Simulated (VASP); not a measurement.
# Al (P6_3/mmc) in VASP: a series of runs

Al is run at these levels: PBE+D3(BJ); tasks: single point.

Everything below comes from runs of VASP 6.6.1. Logs are shortened: lines on timing, memory, paths and dates and some standing lists are left out, and cuts for length are marked.

## (1) The cell of the first run

The structure is hexagonal, space group P6_3/mmc (No. 194). The conventional cell has a = 2.920 Å, b = 2.920 Å, c = 9.137 Å, α = 90.00°, β = 90.00°, γ = 120.00°. Within 3.7 Å of Al (site symmetry -3m) lie 12 Al at 2.84 to 2.92 Å. Al (site symmetry -6m2) has 12 Al at 2.84 to 2.92 Å within 3.7 Å.

This isn't the form of Al at room conditions, which is fcc.

## (2) Single point, PBE+D3(BJ) (16.87 Å³/atom)

INCAR

```
PREC = Accurate
ENCUT = 520
EDIFF = 1E-6
ISMEAR = 0
SIGMA = 0.15
LREAL = F
LASPH = T
NELM = 100
ALGO = Normal
ISIF = 2
LWAVE = F
LCHARG = T
GGA = PE
IVDW = 12
LELF = T
LVHAR = T
NBANDS = 14
```

KPOINTS

```
regular mesh
0
Gamma
  18 18 6
```

POSCAR

```
Al
1.0
    2.9200559294      0.0000000000      0.0000000000
   -1.4600279647      2.5288426153      0.0000000000
    0.0000000000      0.0000000000      9.1371470086
Al
4
Direct
    0.0000000000      0.0000000000      0.0000000000
    0.3333333333      0.6666666667      0.2500000000
    0.0000000000      0.0000000000      0.5000000000
    0.6666666667      0.3333333333      0.7500000000
```

Potentials or basis: VASP PAW PBE potentials, release 64 (Al).

Launch:

```sh
> cat potpaw_PBE.64/Al/POTCAR > POTCAR
> mpirun -np 1 vasp_std > vasp.out
```

OUTCAR:

```text
PREC = Accurate
   ENCUT = 520
   EDIFF = 1E-6
   ISMEAR = 0
   LREAL = F
   LASPH = T
   NELM = 100
   ISIF = 2
   GGA = PE
   IVDW = 12
 IVDW          = 12

 ion  position               nearest neighbor table
   1  0.000  0.000  0.000-   2 2.84   4 2.84   2 2.84   4 2.84   4 2.84   2 2.84
   2  0.333  0.667  0.250-   1 2.84   3 2.84   1 2.84   3 2.84   1 2.84   3 2.84
   3  0.000  0.000  0.500-   2 2.84   4 2.84   2 2.84   4 2.84   4 2.84   2 2.84
   4  0.667  0.333  0.750-   1 2.84   3 2.84   1 2.84   3 2.84   1 2.84   3 2.84

  LATTYP: Found a hexagonal cell.
 ALAT       =     2.9200559294
 C/A-ratio  =     3.1291000000

  Lattice vectors:

 A1 = (   2.9200559294,   0.0000000000,   0.0000000000)
 A2 = (  -1.4600279647,   2.5288426153,   0.0000000000)
 A3 = (   0.0000000000,   0.0000000000,   9.1371470086)

Analysis of symmetry for initial positions (statically):
=====================================================================
 Subroutine PRICEL returns:
 Original cell was already a primitive cell.

 Routine SETGRP: Setting up the symmetry group for a
 hexagonal supercell.

 Subroutine GETGRP returns: Found 24 space group operations
 (whereof 12 operations were pure point group operations)
 out of a pool of 24 trial point group operations.

The static configuration has the point symmetry D_3d.
 The point group associated with its full space group is D_6h.

Analysis of symmetry for dynamics (positions and initial velocities):
=====================================================================
 Subroutine PRICEL returns:
 Original cell was already a primitive cell.

 Routine SETGRP: Setting up the symmetry group for a
 hexagonal supercell.

 Subroutine GETGRP returns: Found 24 space group operations
 (whereof 12 operations were pure point group operations)
 out of a pool of 24 trial point group operations.

The dynamic configuration has the point symmetry D_3d.
 The point group associated with its full space group is D_6h.

 Subroutine INISYM returns: Found 24 space group operations
 (whereof 12 operations are pure point group operations),
 and found     1 'primitive' translations

----------------------------------------------------------------------------------------

                                     Primitive cell

  volume of cell :      67.4720

  direct lattice vectors                    reciprocal lattice vectors
     2.920055929  0.000000000  0.000000000     0.342459194  0.197718908  0.000000000
    -1.460027965  2.528842615  0.000000000     0.000000000  0.395437816  0.000000000
     0.000000000  0.000000000  9.137147009     0.000000000  0.000000000  0.109443352

  length of vectors
     2.920055929  2.920055929  9.137147009     0.395437816  0.395437816  0.109443352

  position of ions in fractional coordinates (direct lattice)
     0.000000000  0.000000000  0.000000000
     0.333333333  0.666666667  0.250000000
     0.000000000  0.000000000  0.500000000
     0.666666667  0.333333333  0.750000000

  ion indices of the primitive-cell ions
   primitive index   ion index
                 1           1
                 2           2
                 3           3
                 4           4

----------------------------------------------------------------------------------------

 KPOINTS: regular mesh

Automatic generation of k-mesh.
 Grid dimensions read from file:
 generate k-points for:   18   18    6

 Generating k-lattice:

  Cartesian coordinates                     Fractional coordinates (reciprocal lattice)
     0.019025511  0.010984384  0.000000000     0.055555556 -0.000000000  0.000000000
     0.000000000  0.021968768  0.000000000     0.000000000  0.055555556  0.000000000
     0.000000000  0.000000000  0.018240559     0.000000000  0.000000000  0.166666667

  Length of vectors
     0.021968768  0.021968768  0.018240559

  Shift w.r.t. Gamma in fractional coordinates (k-lattice)
     0.000000000  0.000000000  0.000000000

 Subroutine IBZKPT returns following result:
 ===========================================

 Found    148 irreducible k-points:

 Following reciprocal coordinates:
            Coordinates               Weight
  0.000000  0.000000  0.000000      1.000000
  0.055556  0.000000  0.000000      6.000000
  0.111111  0.000000  0.000000      6.000000
  0.166667  0.000000  0.000000      6.000000
  0.222222  0.000000  0.000000      6.000000
  0.277778  0.000000  0.000000      6.000000
[... 16 lines left out ...]
  0.333333  0.111111  0.000000     12.000000
  0.388889  0.111111  0.000000     12.000000
 [... further k-points ...]
   k-points           NKPTS =    148   k-points in BZ     NKDIM =    148   number of bands    NBANDS=     14
   number of dos      NEDOS =    301   number of ions     NIONS =      4
   total plane-waves  NPLWV =  40320
   dimension x,y,z NGX =    24 NGY =   24 NGZ =   70
   dimension x,y,z NGXF=    48 NGYF=   48 NGZF=  140
   ions per type =               4
   NGX,Y,Z   is equivalent  to a cutoff of  13.66, 13.66, 12.74 a.u.
   NGXF,Y,Z  is equivalent  to a cutoff of  27.33, 27.33, 25.47 a.u.
 SYSTEM =  unknown system
   PREC   = accura    normal or accurate (medium, high low for compatibility)
   ISTART =      0    job   : 0-new  1-cont  2-samecut
   ICHARG =      2    charge: 1-file 2-atom 10-const
   ISPIN  =      1    spin polarized calculation?
   LNONCOLLINEAR =      F non collinear calculations
   LSORBIT =      F    spin-orbit coupling
   LASPH  =      T    aspherical Exc in radial PAW
   ENCUT  =  520.0 eV  38.22 Ry    6.18 a.u.   5.43  5.43 16.99*2*pi/ulx,y,z
   NELM   =    100;   NELMIN=  2; NELMDL= -5     # of ELM steps
   EDIFF  = 0.1E-05   stopping-criterion for ELM
   LREAL  =      F    real-space projection
   EDIFFG = 0.1E-04   stopping-criterion for IOM
   NSW    =      0    number of steps for IOM
   IBRION =     -1    ionic relax: 0-MD 1-quasi-New 2-CG
   NFREE  =      0    steps in history (QN), initial steepest desc. (CG)
   ISIF   =      2    stress and relaxation
   ISYM   =      2    0-nonsym 1-usesym 2-fastsym
   POTIM  = 0.5000    time-step for ionic-motion
   TEBEG  =    0.0;   TEEND  =   0.0 temperature during run
   PSTRESS=    0.0 pullay stress
   NELECT =      12.0000    total number of electrons
   NUPDOWN=      -1.0000    fix difference up-down
   EMIN   =  10.00;   EMAX   =-10.00  energy-range for DOS
   EFERMI =   0.00;   METHOD = LEGACY
   ISMEAR =     0;   SIGMA  =   0.15  broadening in eV -4-tet -1-fermi 0-gaus
   EFERMI_NEDOS =   21; number of points for ismear=-14 and -15
   IALGO  =     38    algorithm
   IMIX   =      4    mixing-type and parameters
     AMIX     =   0.40;   BMIX     =  1.00
     AMIX_MAG =   1.60;   BMIX_MAG =  1.00
  volume/ion in A,a.u.               =      16.87       113.83
  Fermi-wavevector in a.u.,A,eV,Ry     =   0.920649  1.739774 11.532223  0.847594
  Thomas-Fermi vector in A             =   2.045978
   LORBIT       =      0    0 simple, 1 ext, 2 COOP (PROOUT), +10 PAW based schemes
   GGA     = PE    functional components
   LHFCALC =     F    Hartree Fock is set to
   AEXX    =    0.0000 exact exchange contribution
   IVDW    =    12    specifies the selected vdW correction
   LEPSILON=     F    determine dielectric tensor
   LRPA    =     F    only Hartree local field effects (RPA)
 non-spin polarized calculation
 Gauss-broadening in eV      SIGMA  =   0.15
  energy-cutoff  :      520.00
  volume of cell :       67.47
 maximum number of plane-waves:      1864
 NGX is ok and might be reduce to    24
   NGX = 11   NGY = 11   NGZ = 33

 number of electron      12.0000000 magnetization

 Free energy of the ion-electron system (eV)
  ---------------------------------------------------
  ext. energy  EPLUGINS =         0.00000000
  ---------------------------------------------------
  free energy    TOTEN  =       -14.91252503 eV

  energy without entropy =      -14.89397912  energy(sigma->0) =      -14.90325207

 E-fermi :   7.7757     XC(G=0): -10.1170

 val. band max:        7.7742525778   @ k =   0.3333   0.1111   0.0000
 cond. band min:       7.7802971559   @ k =   0.4444   0.0000   0.0000
 fundamental gap:      0.0060445782
 Fermi energy:         7.7756503268

 k-point     1 :       0.0000    0.0000    0.0000
  band No.  band energies     occupation
      1      -3.2139      2.00000
      2      -1.4526      2.00000
      3      -1.4496      2.00000
      4       3.5004      2.00000
      5       3.9485      2.00000
      6      11.9642      0.00000
      7      11.9843      0.00000
      8      17.5901      0.00000
      9      17.5901      0.00000
     10      17.8769      0.00000
     11      17.8769      0.00000
     12      19.0109      0.00000
     13      19.0125      0.00000
     14      19.2377      0.00000

 k-point     2 :       0.0556    0.0000    0.0000
  band No.  band energies     occupation
      1      -3.1425      2.00000
      2      -1.3820      2.00000
      3      -1.3791      2.00000
      4       3.5664      2.00000
      5       4.0183      2.00000
      6      12.0162      0.00000
      7      12.0417      0.00000
      8      16.1503      0.00000
      9      16.6958      0.00000
     10      17.5526      0.00000
     11      17.6810      0.00000
     12      18.1267      0.00000
     13      18.1526      0.00000
     14      18.2117      0.00000
[... 343 lines left out ...]
      1       0.4526      2.00000
      2       2.1634      2.00000
      3       2.1689      2.00000
      4       5.3359      2.00000
      5       6.6707      2.00000
      6       6.9696      2.00000
      7       7.3642      1.99990
      8       7.7743      1.01051
      9      10.2121      0.00000
     10      11.4800      0.00000
     11      11.8510      0.00000
     12      12.1483      0.00000
     13      12.6643      0.00000
     14      15.4258      0.00000

 k-point    24 :       0.3889    0.1111    0.0000
  band No.  band energies     occupation
      1       1.4915      2.00000
      2       3.1688      2.00000
      3       3.1904      2.00000
      4       3.9589      2.00000
      5       5.6375      2.00000
      6       5.6964      2.00000
      7       7.9720      0.06418
      8       8.5554      0.00000
      9       9.9467      0.00000
     10      10.3159      0.00000
     11      11.1777      0.00000
     12      11.7764      0.00000
     13      11.9478      0.00000
     14      15.9709      0.00000

 [... further k-points ...]

------------------------ aborting loop because EDIFF is reached ----------------------------------------

 Edisp (eV)   -1.31482

 E8    (eV) :    -0.5877

  FORCE on cell =-STRESS in cart. coord.  units (eV):
  Direction    XX          YY          ZZ          XY          YZ          ZX
  --------------------------------------------------------------------------------------
  -------------------------------------------------------------------------------------
  Total      -2.26580    -2.26580    -1.11147     0.00000    -0.00000    -0.00000
  in kB     -53.80332   -53.80332   -26.39280     0.00000    -0.00000    -0.00000
  external pressure =      -44.67 kB  Pullay stress =        0.00 kB

 VOLUME and BASIS-vectors are now :
 -----------------------------------------------------------------------------
  energy-cutoff  :      520.00
  volume of cell :       67.47
      direct lattice vectors                 reciprocal lattice vectors
     2.920055929  0.000000000  0.000000000     0.342459194  0.197718908  0.000000000
    -1.460027965  2.528842615  0.000000000     0.000000000  0.395437816  0.000000000
     0.000000000  0.000000000  9.137147009     0.000000000  0.000000000  0.109443352

 POSITION                                       TOTAL-FORCE (eV/Angst)
 -----------------------------------------------------------------------------------
      0.00000      0.00000      0.00000         0.000000      0.000000      0.000000
     -0.00000      1.68590      2.28429         0.000000      0.000000      0.000000
      0.00000      0.00000      4.56857         0.000000      0.000000      0.000000
      1.46003      0.84295      6.85286        -0.000000      0.000000      0.000000
 -----------------------------------------------------------------------------------
    total drift:                               -0.000000      0.000000      0.000000

  FREE ENERGIE OF THE ION-ELECTRON SYSTEM (eV)
  ---------------------------------------------------
  free  energy   TOTEN  =       -16.2273495462 eV

  energy  without entropy=      -16.2088036379  energy(sigma->0) =      -16.21807659
```

It took 30 s on 1 thread of Intel Xeon 6975P-C (Granite Rapids), shared host; peak memory 0.25 GiB.

What came out:

* Free energy: -16.2273 eV
* Pressure: -4.5 GPa
* Band gap on the k mesh: zero (bands 6 and 7 overlap by 6.07 eV)
* Dispersion energy per atom: -0.329 eV

Stress tensor (GPa, compression positive):
```
-5.38  0.00  0.00
 0.00 -5.38  0.00
 0.00  0.00 -2.64
```

Levels at points of the mesh, in eV from the Fermi level:
```
           k point  band 2  band 3  band 4  band 5  band 6  band 7  band 8  band 9  band 10  band 11
(0.00, 0.00, 0.00)   -9.23   -9.23   -4.28   -3.83    4.19    4.21    9.81    9.81    10.10    10.10
(0.50, 0.00, 0.00)   -5.24   -3.93   -3.80   -3.43   -3.27    0.88    1.38    1.64     1.89     4.99
(0.00, 0.00, 0.50)  -10.55   -7.05   -7.05   -0.27   -0.27    9.18    9.18   10.13    10.13    10.13
(0.50, 0.00, 0.50)   -4.99   -4.81   -4.81   -1.80   -1.80   -1.14   -1.14    4.91     4.91     4.96
```

Caveat: the cell stands under tension.

## (3) Single point, PBE+D3(BJ) (15.35 Å³/atom)

This run uses another cell than the first one, of 15.35 Å³/atom.

INCAR

```
  ALGO = Normal
  EDIFF = 1E-6
  ENCUT = 520
  GGA = PE
  ISIF = 2
  ISMEAR = 0
  IVDW = 12
  LASPH = True
  LCHARG = False
  LREAL = False
  LWAVE = False
  NBANDS = 14
  NELM = 80
  PREC = Accurate
  SIGMA = 0.15
```

KPOINTS

```
k-points
0
Gamma
  18 18 6
```

POSCAR

```
Al
1.0
    2.7548342552      0.0000000000      0.0000000000
   -1.3774171276      2.3857564482      0.0000000000
    0.0000000000      0.0000000000      9.3397145755
Al
4
Direct
    0.0000000000      0.0000000000      0.0000000000
    0.3333333333      0.6666666667      0.2500000000
    0.0000000000      0.0000000000      0.5000000000
    0.6666666667      0.3333333333      0.7500000000
```

Potentials or basis: VASP PAW PBE potentials, release 64 (Al).

Launch:

```sh
> cat potpaw_PBE.64/Al/POTCAR > POTCAR
> mpirun -np 1 vasp_std > vasp.out
```

Run time: 38 s. Hardware: 1 thread of AMD EPYC 9R45 (Zen 5), shared host; peak memory 0.2 GiB.

It converged, with:

```
Free energy                : -16.2793 eV
Pressure                   : 3.1 GPa
Band gap on the k mesh     : zero (bands 6 and 7 overlap by 5.04 eV)
Dispersion energy per atom : -0.363 eV
```

Stress tensor (GPa, compression positive):
```
4.39 0.00 0.00
0.00 4.39 0.00
0.00 0.00 0.59
```

Levels at points of the mesh, in eV from the Fermi level:
| k point | band 4 | band 5 | band 6 | band 7 | band 8 | band 9 |
| --- | --- | --- | --- | --- | --- | --- |
| (0.00, 0.00, 0.00) | -5.08 | -4.94 | 2.89 | 2.90 | 11.85 | 11.85 |
| (0.50, 0.00, 0.00) | -4.04 | -3.29 | -3.28 | 0.79 | 1.15 | 1.19 |
| (0.00, 0.00, 0.50) | -7.87 | -1.40 | -1.40 | 7.77 | 7.77 | 12.13 |
| (0.50, 0.00, 0.50) | -4.86 | -1.94 | -1.94 | -1.25 | -1.25 | 4.46 |

Caveat: the cell stands under pressure.

(Continued in part 2 of 2.)
